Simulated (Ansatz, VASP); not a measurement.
# One calculation of Al, two programs

```
Al
1.0
    -1.61871    1.61871    1.74432
     1.61871   -1.61871    1.74432
     1.61871    1.61871   -1.74432
Al
1
Direct
  0.00000 0.00000 0.00000
```

Alike in both runs: task single point; functional PBE; k mesh 22 × 22 × 22; occupations gaussian, width 0.15 eV; no spin polarisation.

```csv
,VASP,Ansatz
version,VASP 6.6.1,Ansatz 0.2.0
potentials or method,"VASP PAW PBE potentials, release 64 (Al), cutoff 520 eV","scalar-relativistic, plane waves, PAW"
valence electrons in the cell,3,3
```

```csv
,VASP,Ansatz,Ansatz less VASP
gap on the k mesh at the Fermi level (eV),none,none,-
pressure (GPa),-4.6,-4.6,+0.02
"traceless stress, the component that is largest in VASP (GPa)",1.62,1.61,-0.004
```

A gap of «none» marks a metal or a gap that the smearing closes.
